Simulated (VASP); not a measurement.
The system is Sb.

```
Sb
1.0
     3.35453    0.00000    0.00000
    -1.67727    2.90511    0.00000
     0.00000    0.00000    5.47016
Sb
2
Direct
  0.66667 0.33333 0.75000
  0.33333 0.66667 0.25000
```

* Program: VASP 6.6.1
* Task: relaxation of cell and atoms
* Functional: RPBE
* Dispersion: D4
* Potentials or basis: VASP PAW PBE potentials, release 64 (Sb)
* Cutoff: 600 eV
* k mesh: 9 × 9 × 5
* Occupations: fermi-dirac, width 0.05 eV
* Spin: no spin polarisation

At the start: pressure -3.2 GPa; volume 26.65 Å³/atom.

**Question.** How do energy, volume and symmetry change on relaxing?

**Answer.** Over 8 steps the energy falls by 13.9 meV/atom and the volume is 25.31 Å³/atom (-5.0 %); space group P6_3/mmc (No. 194, to 0.05 Å).

The path:
```csv
step,energy change (eV),largest force (eV/Å),pressure (GPa),volume (Å³)
1,0.0000,0.0000,-3.18,53.31
2,-0.0195,0.0000,2.07,49.33
3,-0.0279,0.0000,0.00,50.66
4,-0.0278,0.0000,-0.07,50.71
5,-0.0279,0.0000,-0.07,50.71
6,-0.0279,0.0000,-0.06,50.70
7,-0.0279,0.0000,-0.06,50.70
8,-0.0279,0.0000,0.05,50.62
```

Final structure:
```cif
data_structure
_symmetry_space_group_name_H-M 'P 1'
_symmetry_Int_Tables_number 1
_cell_length_a 3.2964
_cell_length_b 3.2964
_cell_length_c 5.3795
_cell_angle_alpha 90.000
_cell_angle_beta 90.000
_cell_angle_gamma 120.000
_cell_volume 50.62
loop_
_atom_site_label
_atom_site_type_symbol
_atom_site_fract_x
_atom_site_fract_y
_atom_site_fract_z
_atom_site_occupancy
Sb1 Sb 0.66667 0.33333 0.75000 1
Sb2 Sb 0.33333 0.66667 0.25000 1
```

Caveat: the PAW data sets were made with another functional, which shifts forces and pressure a little; pairwise dispersion overbinds metals, which lowers pressure and volume.
